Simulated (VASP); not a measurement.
# ZrC (P-6m2) in VASP: notebook

The runs below take ZrC through single point, with PBE.

Program: VASP 6.6.1. These are calculated values, not measurements. Logs are shortened: lines on timing, memory, paths and dates and some standing lists are left out, and cuts for length are marked.

## (1) The cell of the first run

Symmetry: P-6m2, No. 187, hexagonal system. The conventional cell has a = 3.200 Å, b = 3.200 Å, c = 2.901 Å, α = 90.00°, β = 90.00°, γ = 120.00°. Zr (site symmetry -6m2) has 6 C at 2.35 Å and 8 Zr at 2.90 to 3.20 Å within 3.2 Å. C (site symmetry -6m2) has 6 Zr at 2.35 Å and 8 C at 2.90 to 3.20 Å within 3.2 Å.

## (2) Single point, PBE (12.86 Å³/atom)

INCAR

```
PREC = Accurate ; ENCUT = 520
EDIFF = 1E-6 ; ISMEAR = 0
SIGMA = 0.05 ; LREAL = F
LASPH = T ; NELM = 100
ALGO = Normal ; ISIF = 2
LWAVE = F ; LCHARG = F
GGA = PE ; NBANDS = 15
```

KPOINTS

```
regular mesh
0
Gamma
  12 12 12
```

POSCAR

```
ZrC
1.0
    3.1997086942      0.0000000000      0.0000000000
   -1.5998543471      2.7710290139      0.0000000000
    0.0000000000      0.0000000000      2.9006170759
Zr C
1 1
Direct
    0.0000000000      0.0000000000      0.0000000000
    0.6666666667      0.3333333333      0.5000000000
```

Potentials or basis: VASP PAW PBE potentials, release 64 (Zr_sv, C).

Launch:

```
cat potpaw_PBE.64/Zr_sv/POTCAR potpaw_PBE.64/C/POTCAR > POTCAR
mpirun -np 1 vasp_std > vasp.out
```

OUTCAR:

```text
PREC = Accurate
   ENCUT = 520
   EDIFF = 1E-6
   ISMEAR = 0
   LREAL = F
   LASPH = T
   NELM = 100
   ISIF = 2
   GGA = PE

 ion  position               nearest neighbor table
   1  0.000  0.000  0.000-   2 2.35   2 2.35   2 2.35   2 2.35   2 2.35   2 2.35
   2  0.667  0.333  0.500-   1 2.35   1 2.35   1 2.35   1 2.35   1 2.35   1 2.35

  LATTYP: Found a hexagonal cell.
 ALAT       =     3.1997086942
 C/A-ratio  =     0.9065253600

  Lattice vectors:

 A1 = (   3.1997086942,   0.0000000000,   0.0000000000)
 A2 = (  -1.5998543471,   2.7710290139,   0.0000000000)
 A3 = (   0.0000000000,   0.0000000000,   2.9006170759)

Analysis of symmetry for initial positions (statically):
=====================================================================
 Subroutine PRICEL returns:
 Original cell was already a primitive cell.

 Routine SETGRP: Setting up the symmetry group for a
 hexagonal supercell.

 Subroutine GETGRP returns: Found 12 space group operations
 (whereof 12 operations were pure point group operations)
 out of a pool of 24 trial point group operations.

The static configuration has the point symmetry D_3h.

Analysis of symmetry for dynamics (positions and initial velocities):
=====================================================================
 Subroutine PRICEL returns:
 Original cell was already a primitive cell.

 Routine SETGRP: Setting up the symmetry group for a
 hexagonal supercell.

 Subroutine GETGRP returns: Found 12 space group operations
 (whereof 12 operations were pure point group operations)
 out of a pool of 24 trial point group operations.

The dynamic configuration has the point symmetry D_3h.

 Subroutine INISYM returns: Found 12 space group operations
 (whereof 12 operations are pure point group operations),
 and found     1 'primitive' translations

----------------------------------------------------------------------------------------

                                     Primitive cell

  volume of cell :      25.7183

  direct lattice vectors                    reciprocal lattice vectors
     3.199708694  0.000000000  0.000000000     0.312528450  0.180438385  0.000000000
    -1.599854347  2.771029014  0.000000000     0.000000000  0.360876770  0.000000000
     0.000000000  0.000000000  2.900617076     0.000000000  0.000000000  0.344754228

  length of vectors
     3.199708694  3.199708694  2.900617076     0.360876770  0.360876770  0.344754228

  position of ions in fractional coordinates (direct lattice)
     0.000000000  0.000000000  0.000000000
     0.666666667  0.333333333  0.500000000

  ion indices of the primitive-cell ions
   primitive index   ion index
                 1           1
                 2           2

----------------------------------------------------------------------------------------

 KPOINTS: regular mesh

Automatic generation of k-mesh.
 Grid dimensions read from file:
 generate k-points for:   12   12   12

 Generating k-lattice:

  Cartesian coordinates                     Fractional coordinates (reciprocal lattice)
     0.026044038  0.015036532  0.000000000     0.083333333  0.000000000  0.000000000
     0.000000000  0.030073064  0.000000000     0.000000000  0.083333333  0.000000000
     0.000000000  0.000000000  0.028729519     0.000000000  0.000000000  0.083333333

  Length of vectors
     0.030073064  0.030073064  0.028729519

  Shift w.r.t. Gamma in fractional coordinates (k-lattice)
     0.000000000  0.000000000  0.000000000

 Subroutine IBZKPT returns following result:
 ===========================================

 Found    133 irreducible k-points:

 Following reciprocal coordinates:
            Coordinates               Weight
  0.000000  0.000000  0.000000      1.000000
  0.083333  0.000000  0.000000      6.000000
  0.166667  0.000000  0.000000      6.000000
  0.250000  0.000000  0.000000      6.000000
  0.333333  0.000000  0.000000      6.000000
  0.416667  0.000000  0.000000      6.000000
[... 16 lines left out ...]
  0.250000  0.000000  0.083333     12.000000
  0.333333  0.000000  0.083333     12.000000
 [... further k-points ...]
   k-points           NKPTS =    133   k-points in BZ     NKDIM =    133   number of bands    NBANDS=     15
   number of dos      NEDOS =    301   number of ions     NIONS =      2
   total plane-waves  NPLWV =  13824
   dimension x,y,z NGX =    24 NGY =   24 NGZ =   24
   dimension x,y,z NGXF=    48 NGYF=   48 NGZF=   48
   ions per type =               1   1
   NGX,Y,Z   is equivalent  to a cutoff of  12.47, 12.47, 13.76 a.u.
   NGXF,Y,Z  is equivalent  to a cutoff of  24.94, 24.94, 27.51 a.u.
 SYSTEM =  unknown system
   PREC   = accura    normal or accurate (medium, high low for compatibility)
   ISTART =      0    job   : 0-new  1-cont  2-samecut
   ICHARG =      2    charge: 1-file 2-atom 10-const
   ISPIN  =      1    spin polarized calculation?
   LNONCOLLINEAR =      F non collinear calculations
   LSORBIT =      F    spin-orbit coupling
   LASPH  =      T    aspherical Exc in radial PAW
   ENCUT  =  520.0 eV  38.22 Ry    6.18 a.u.   5.95  5.95  5.39*2*pi/ulx,y,z
   NELM   =    100;   NELMIN=  2; NELMDL= -5     # of ELM steps
   EDIFF  = 0.1E-05   stopping-criterion for ELM
   LREAL  =      F    real-space projection
   EDIFFG = 0.1E-04   stopping-criterion for IOM
   NSW    =      0    number of steps for IOM
   IBRION =     -1    ionic relax: 0-MD 1-quasi-New 2-CG
   NFREE  =      0    steps in history (QN), initial steepest desc. (CG)
   ISIF   =      2    stress and relaxation
   ISYM   =      2    0-nonsym 1-usesym 2-fastsym
   POTIM  = 0.5000    time-step for ionic-motion
   TEBEG  =    0.0;   TEEND  =   0.0 temperature during run
   PSTRESS=    0.0 pullay stress
   NELECT =      16.0000    total number of electrons
   NUPDOWN=      -1.0000    fix difference up-down
   EMIN   =  10.00;   EMAX   =-10.00  energy-range for DOS
   EFERMI =   0.00;   METHOD = LEGACY
   ISMEAR =     0;   SIGMA  =   0.05  broadening in eV -4-tet -1-fermi 0-gaus
   EFERMI_NEDOS =   21; number of points for ismear=-14 and -15
   IALGO  =     38    algorithm
   IMIX   =      4    mixing-type and parameters
     AMIX     =   0.40;   BMIX     =  1.00
     AMIX_MAG =   1.60;   BMIX_MAG =  1.00
  volume/ion in A,a.u.               =      12.86        86.78
  Fermi-wavevector in a.u.,A,eV,Ry     =   1.397551  2.640988 26.574185  1.953147
  Thomas-Fermi vector in A             =   2.520796
   LORBIT       =      0    0 simple, 1 ext, 2 COOP (PROOUT), +10 PAW based schemes
   GGA     = PE    functional components
   LHFCALC =     F    Hartree Fock is set to
   AEXX    =    0.0000 exact exchange contribution
   IVDW    =     0    specifies the selected vdW correction
   LEPSILON=     F    determine dielectric tensor
   LRPA    =     F    only Hartree local field effects (RPA)
 non-spin polarized calculation
 Gauss-broadening in eV      SIGMA  =   0.05
  energy-cutoff  :      520.00
  volume of cell :       25.72
 maximum number of plane-waves:       720
 NGX is ok and might be reduce to    24
   NGX = 11   NGY = 11   NGZ = 11

 number of electron      16.0000000 magnetization

 Free energy of the ion-electron system (eV)
  ---------------------------------------------------
  ext. energy  EPLUGINS =         0.00000000
  ---------------------------------------------------
  free energy    TOTEN  =       -17.96044402 eV

  energy without entropy =      -17.95976558  energy(sigma->0) =      -17.96010480

 E-fermi :   9.5910     XC(G=0): -12.1143

 val. band max:        9.5677193231   @ k =   0.3333   0.0000   0.0833
 cond. band min:       9.5971862000   @ k =   0.2500   0.2500   0.5000
 fundamental gap:      0.0294668769
 Fermi energy:         9.5910229097

 k-point     1 :       0.0000    0.0000    0.0000
  band No.  band energies     occupation
      1     -38.4126      2.00000
      2     -16.1654      2.00000
      3     -16.1654      2.00000
      4     -15.7698      2.00000
      5      -1.5449      2.00000
      6       7.9748      2.00000
      7       7.9748      2.00000
      8       8.2654      2.00000
      9      11.3642      0.00000
     10      15.2029      0.00000
     11      15.2029      0.00000
     12      15.2166      0.00000
     13      16.1751      0.00000
     14      16.1751      0.00000
     15      24.1598      0.00000

 k-point     2 :       0.0833    0.0000    0.0000
  band No.  band energies     occupation
      1     -38.4054      2.00000
      2     -16.2320      2.00000
      3     -16.1795      2.00000
      4     -15.7620      2.00000
      5      -1.4075      2.00000
      6       7.6481      2.00000
      7       8.1020      2.00000
      8       8.4104      2.00000
      9      11.0911      0.00000
     10      15.1534      0.00000
     11      15.5026      0.00000
     12      15.6601      0.00000
     13      15.9435      0.00000
     14      16.0844      0.00000
     15      23.7622      0.00000

 k-point     3 :       0.1667    0.0000    0.0000
  band No.  band energies     occupation
      1     -38.3856      2.00000
      2     -16.4102      2.00000
      3     -16.2178      2.00000
      4     -15.7406      2.00000
      5      -1.0292      2.00000
      6       6.9930      2.00000
      7       8.4591      2.00000
      8       8.6859      2.00000
      9      10.4952      0.00000
     10      15.0219      0.00000
     11      15.2283      0.00000
     12      15.8651      0.00000
     13      16.1424      0.00000
     14      16.9438      0.00000
     15      23.3722      0.00000
[... 343 lines left out ...]
 k-point    23 :       0.2500    0.0000    0.0833
  band No.  band energies     occupation
      1     -38.3484      2.00000
      2     -16.6317      2.00000
      3     -16.2594      2.00000
      4     -15.8074      2.00000
      5      -0.4034      2.00000
      6       6.4014      2.00000
      7       8.8530      2.00000
      8       8.9451      2.00000
      9       9.7993      0.00000
     10      14.0941      0.00000
     11      14.7161      0.00000
     12      16.3931      0.00000
     13      16.6348      0.00000
     14      18.6340      0.00000
     15      23.1507      0.00000

 k-point    24 :       0.3333    0.0000    0.0833
  band No.  band energies     occupation
      1     -38.3211      2.00000
      2     -16.8553      2.00000
      3     -16.3101      2.00000
      4     -15.7752      2.00000
      5       0.1048      2.00000
      6       5.8684      2.00000
      7       8.7458      2.00000
      8       9.3870      2.00000
      9       9.5677      1.49018
     10      14.1802      0.00000
     11      14.6590      0.00000
     12      16.1335      0.00000
     13      16.8975      0.00000
     14      19.7054      0.00000
     15      23.6161      0.00000

 [... further k-points ...]

------------------------ aborting loop because EDIFF is reached ----------------------------------------

  FORCE on cell =-STRESS in cart. coord.  units (eV):
  Direction    XX          YY          ZZ          XY          YZ          ZX
  --------------------------------------------------------------------------------------
  -------------------------------------------------------------------------------------
  Total        1.8927605      1.8927605      1.9008929      0.0000000      0.0000000      0.0000000
  in kB      117.9137173    117.9137173    118.4203451      0.0000000      0.0000000      0.0000000
  external PRESSURE =     118.0825932 kB  Pullay stress =       0.0000000 kB

 VOLUME and BASIS-vectors are now :
 -----------------------------------------------------------------------------
  energy-cutoff  :      520.00
  volume of cell :       25.72
      direct lattice vectors                 reciprocal lattice vectors
     3.199708694  0.000000000  0.000000000     0.312528450  0.180438385  0.000000000
    -1.599854347  2.771029014  0.000000000     0.000000000  0.360876770  0.000000000
     0.000000000  0.000000000  2.900617076     0.000000000  0.000000000  0.344754228

 POSITION                                       TOTAL-FORCE (eV/Angst)
 -----------------------------------------------------------------------------------
      0.00000      0.00000      0.00000        -0.000000      0.000000      0.000000
      1.59985      0.92368      1.45031         0.000000      0.000000      0.000000
 -----------------------------------------------------------------------------------
    total drift:                                0.000000     -0.000000      0.000000

  FREE ENERGIE OF THE ION-ELECTRON SYSTEM (eV)
  ---------------------------------------------------
  free  energy   TOTEN  =       -17.9604440190 eV

  energy  without entropy=      -17.9597655776  energy(sigma->0) =      -17.96010480
```

Run time: 28 s. Hardware: 1 thread of Intel Xeon 8259CL, shared host; peak memory 0.18 GiB.

What came out:

```
Free energy            : -17.9604 eV
Pressure               : 11.8 GPa
Band gap on the k mesh : zero (bands 8 and 9 overlap by 0.48 eV)
```

Caveat: the cell stands under pressure.

[end of part 1 of 2]
